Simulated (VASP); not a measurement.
Input of a VASP 6.6.1 run:

INCAR

```
PREC     = Accurate       # precision mode
ENCUT    = 520            # plane-wave cutoff, eV
EDIFF    = 1E-6           # SCF threshold, eV
ISMEAR   = 0              # smearing method
SIGMA    = 0.1            # smearing width, eV
LREAL    = False          # projectors in reciprocal space
LASPH    = True           # aspherical terms in the spheres
NELM     = 60             # most SCF steps
ALGO     = Normal         # electronic algorithm
ISIF     = 2              # what is computed and relaxed
LWAVE    = False          # write WAVECAR
LCHARG   = False          # write CHGCAR
GGA      = PE             # functional
NBANDS   = 28             # bands
```

Contents of KPOINTS:

```
regular mesh
0
Gamma
  14 14 14
```

The input POSCAR:

```
Cr3N
1.0
   -2.2013562018      2.2013562018      2.2013562018
    2.2013562018     -2.2013562018      2.2013562018
    2.2013562018      2.2013562018     -2.2013562018
Cr N
3 1
Direct
    0.0000000000      0.5000000000      0.5000000000
    0.5000000000      0.0000000000      0.5000000000
    0.5000000000      0.5000000000      0.0000000000
    0.0000000000      0.0000000000      0.0000000000
```

Potentials or basis: VASP PAW PBE potentials, release 64 (Cr_pv, N).

Command:

```sh
$ cat potpaw_PBE.64/Cr_pv/POTCAR potpaw_PBE.64/N/POTCAR > POTCAR
$ mpirun -np 1 vasp_std > vasp.out
```

What does it give for the pressure?

0.2 GPa.

What does it give for the band gap on the k mesh?

Zero (an odd number of electrons rules out a gap without spin polarisation).

Caveat: the run has no spin polarisation, though such a crystal can be magnetic. With open d or f shells a metallic result of PBE can be an artefact of self-interaction; +U or a hybrid may open a gap.
